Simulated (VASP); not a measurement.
Set up this calculation in VASP 6.6.1, as the native input.

| Item | Value |
| --- | --- |
| Task | single point |
| Functional | LDA |
| Potentials or basis | VASP PAW LDA potentials, release 64 (Sb) |
| Cutoff | 520 eV |
| k mesh | 12 × 12 × 12 |
| Occupations | fermi-dirac, width 0.05 eV |
| Spin | no spin polarisation |
| Dipole correction | no |
| Further INCAR settings | ALGO = Normal; EDIFF = 1e-06; NBANDS = 8 |

The structure of Sb lies in POSCAR:

```
Sb
1.0
   -1.5765401831      1.5765401831      2.7119384313
    1.5765401831     -1.5765401831      2.7119384313
    1.5765401831      1.5765401831     -2.7119384313
Sb
1
Direct
    0.0000000000      0.0000000000      0.0000000000
```

One way to write it, as run:

INCAR

```
PREC = Accurate ; ENCUT = 520
EDIFF = 1E-6 ; ISMEAR = -1
SIGMA = 0.05 ; LREAL = False
LASPH = True ; NELM = 100
ALGO = Normal ; ISIF = 2
LWAVE = False ; LCHARG = False
GGA = CA ; NBANDS = 8
```

KPOINTS

```
regular mesh
0
Gamma
  12 12 12
```

Potentials or basis: VASP PAW LDA potentials, release 64 (Sb).

The run is started by

```console
$ cat potpaw_LDA.64/Sb/POTCAR > POTCAR
$ mpirun -np 1 vasp_std > vasp.out
```

It gave:

```json
{"Pressure": "-2.3 GPa"}
```

Run time: 32 s on 1 thread of Intel(R) Xeon(R) Platinum 8488C (Sapphire Rapids) (shared host), peak memory 0.16 GiB.
